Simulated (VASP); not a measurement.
## TiAl: single point with r2SCAN

TiAl:

```
CELL_PARAMETERS angstrom
2.86860 0.00000 0.00000
-1.43430 2.48428 0.00000
0.00000 0.00000 4.63387
ATOMIC_POSITIONS crystal
Ti 0.97483 0.91329 0.00292
Al 0.35851 0.75338 0.49708
```

This cell differs from its parent crystal: atoms moved at random.

```yaml
Program: VASP 6.6.1
Task: single point
Functional: r2SCAN
Potentials_or_basis: VASP PAW PBE potentials, release 64 (Ti_sv, Al)
Cutoff: 520 eV
k_mesh: 12 × 12 × 8
Occupations: gaussian, width 0.15 eV
Spin: no spin polarisation
Dipole_correction: no
Further_INCAR_settings: ALGO = Normal; EDIFF = 1e-07; NBANDS = 14
```

| Property | Result |
| --- | --- |
| Pressure | 1.4 GPa |
| Largest force | 0.650 eV/Å |
| Band gap on the k mesh | zero (an odd number of electrons rules out a gap without spin polarisation) |

Forces in eV/Å, atoms in the order of the input:
```
Ti  -0.443  0.415 -0.233
Al   0.443 -0.415  0.233
```

Stress tensor (GPa, compression positive):
```
 7.73 -1.15  0.25
-1.15 -7.31 -0.22
 0.25 -0.22  3.90
```

Levels at points of the mesh, in eV from the Fermi level:
| k point | band 6 | band 7 | band 8 | band 9 | band 10 | band 11 |
| --- | --- | --- | --- | --- | --- | --- |
| (0.00, 0.00, 0.00) | -2.39 | -1.99 | 1.42 | 1.49 | 2.94 | 3.20 |
| (0.50, 0.00, 0.00) | -2.96 | -1.64 | -1.02 | 2.44 | 4.21 | 4.31 |
| (0.00, 0.50, 0.00) | -3.17 | -1.17 | -0.94 | 2.26 | 3.74 | 4.23 |
| (0.50, 0.50, 0.00) | -2.92 | -1.71 | -1.04 | 2.47 | 4.21 | 4.28 |
| (0.00, 0.00, 0.50) | -5.61 | -0.44 | 1.46 | 1.51 | 2.87 | 3.12 |
| (0.50, 0.00, 0.50) | -2.64 | -1.77 | 0.28 | 0.98 | 2.18 | 3.49 |
| (0.00, 0.50, 0.50) | -2.25 | -2.12 | 0.73 | 1.05 | 2.05 | 3.06 |
| (0.50, 0.50, 0.50) | -2.71 | -1.70 | 0.19 | 0.99 | 2.21 | 3.51 |

Wall time 24 min on 1 thread of Oxide Virtual Turin-like Processor, with other jobs on the host, peak memory 0.35 GiB.

Caveat: the cell differs from its parent crystal (atoms moved at random); the stress differs along the axes, from -7 to 8 GPa; the PAW data sets were made with another functional, which shifts forces and pressure a little.
